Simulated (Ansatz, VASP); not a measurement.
**One calculation of Mg2Sn, two programs**

File INCAR:

```
ALGO     = Normal         # electronic algorithm
EDIFF    = 1E-6           # SCF threshold, eV
ENCUT    = 600            # plane-wave cutoff, eV
GGA      = PE             # functional
GGA_COMPAT= F            
ISIF     = 2              # what is computed and relaxed
ISMEAR   = -1             # smearing method
LASPH    = T              # aspherical terms in the spheres
LCHARG   = F              # write CHGCAR
LREAL    = F              # projectors in reciprocal space
LWAVE    = F              # write WAVECAR
NBANDS   = 16             # bands
NELM     = 120            # most SCF steps
PREC     = Accurate       # precision mode
SIGMA    = 0.02           # smearing width, eV
```

Contents of KPOINTS:

```
k-points
0
Gamma
  6 6 6
```

Contents of POSCAR:

```
Mg2Sn
1.0
    0.0000000000      3.2785372236      3.2785372236
    3.2785372236      0.0000000000      3.2785372236
    3.2785372236      3.2785372236      0.0000000000
Sn Mg
1 2
Direct
    0.0000000000      0.0000000000      0.0000000000
    0.2500000000      0.2500000000      0.2500000000
    0.7500000000      0.7500000000      0.7500000000
```

Input for Ansatz:

```yaml
crystal:
  lattice:
    - [0.0, 3.2785372236, 3.2785372236]
    - [3.2785372236, 0.0, 3.2785372236]
    - [3.2785372236, 3.2785372236, 0.0]
  atoms:
    - { symbol: Sn, position: [0.0, 0.0, 0.0] }
    - { symbol: Mg, position: [0.25, 0.25, 0.25] }
    - { symbol: Mg, position: [0.75, 0.75, 0.75] }
kpoints:
  mp_grid: { grid: [6, 6, 6] }
  band_path:
    path:
      - [0.0, 0.0, 0.0]
      - [0.5, 0.0, 0.5]
      - [0.625, 0.25, 0.625]
      - [0.375, 0.375, 0.75]
      - [0.5, 0.5, 0.5]
      - [0.5, 0.25, 0.75]
      - [0.0, 0.5, 0.5]
    npoints: 1
hamiltonian:
  xc: pbe
scf:
  occupations: { method: fermi_dirac, width: 0.02 }
  n_extra_bands: 4
output:
  forces: true
  stress: true
  eigenvalues: true
```

Change from the starting cell: hydrostatic strain -3.0%.

Alike in both runs: task single point; functional PBE; k mesh 6 × 6 × 6; occupations fermi-dirac, width 0.02 eV; no spin polarisation.

|  | VASP | Ansatz |
| --- | --- | --- |
| version | VASP 6.6.1 | Ansatz 0.2.0 |
| potentials or method | VASP PAW PBE potentials, release 64 (Sn_d, Mg) | plane waves, PAW |
| plane-wave cutoff (eV) | 600 | 420 |
| valence electrons in the cell | 18 | 34 |

|  | VASP | Ansatz | Ansatz less VASP |
| --- | --- | --- | --- |
| pressure (GPa) | 6.0 | 6.0 | +0.04 |

VASP's potentials hold 18 valence electrons a cell and Ansatz's 34, so a difference there can come from the potentials and not from the codes.
